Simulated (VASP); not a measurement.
Write the native input for VASP 6.6.1 that does the following.

* Task: relaxation of cell and atoms
* Functional: PBE
* Potentials or basis: VASP PAW PBE potentials, release 64 (Li_sv, Si, C_h)
* Cutoff: 910 eV
* k mesh: 6 × 6 × 4
* Occupations: gaussian, width 0.1 eV
* Spin: no spin polarisation
* Dipole correction: no
* Further INCAR settings: ALGO = Normal; EDIFF = 1e-07; IBRION = 2; EDIFFG = -0.04; NSW = 90; ISIF = 3

The structure of LiSi2C2 lies in POSCAR:

```
LiSi2C2
1.0
    2.9203300000     -2.0546970600      0.0000000000
    2.9203300000      2.0546970600      0.0000000000
    0.0000000000      0.0000000000      4.1093941300
Li Si C
1 2 2
Direct
    0.8582508400      0.8582508400      0.5297740000
    0.5000000000      0.5000000000      0.2797740000
    0.5000000000      0.5000000000      0.7202260000
    0.1839420200      0.8160579800      0.0000000000
    0.8160579800      0.1839420200      0.0000000000
```

One way to write it, as run:

INCAR

```
SYSTEM = LiSi2C2
  PREC = Accurate
  ENCUT = 910
  EDIFF = 1E-7
  ISMEAR = 0
  SIGMA = 0.1
  LREAL = .FALSE.
  LASPH = .TRUE.
  NELM = 120
  ALGO = Normal
  ISIF = 3
  LWAVE = .FALSE.
  LCHARG = .FALSE.
  GGA = PE
  IBRION = 2
  NSW = 90
  EDIFFG = -0.04
  GGA_COMPAT = .FALSE.
  NELMIN = 4
```

KPOINTS

```
Automatic mesh
0
G
  6 6 4
  0 0 0
```

Potentials or basis: VASP PAW PBE potentials, release 64 (Li_sv, Si, C_h).

Run with:

```bash
$ cat potpaw_PBE.64/Li_sv/POTCAR potpaw_PBE.64/Si/POTCAR potpaw_PBE.64/C_h/POTCAR > POTCAR
$ mpirun -np 1 vasp_std > vasp.out
```

It gave:

```json
{
 "Relaxed volume": "14.95 Å³/atom",
 "Relaxed cell": "a = 4.523 Å, b = 4.523 Å, c = 4.668 Å, α = 100.30°, β = 100.30°, γ = 53.01°",
 "Space group after relaxing (to 0.1 Å)": "Cm (No. 8)",
 "Pressure after relaxing": "0.0 GPa",
 "Largest force after relaxing": "0.031 eV/Å",
 "Band gap on the k mesh": "zero (an odd number of electrons rules out a gap without spin polarisation)"
}
```

Caveat: the k points lie up to 0.34 Å⁻¹ apart in the final cell, too coarse for converged energies and pressures of a metal; the volume moved by over 15 % at a fixed basis, so the end points are rough.

It took 16 min on 1 thread of Intel(R) Xeon(R) 6975P-C (Granite Rapids), with other jobs on the host, peak memory 0.26 GiB.
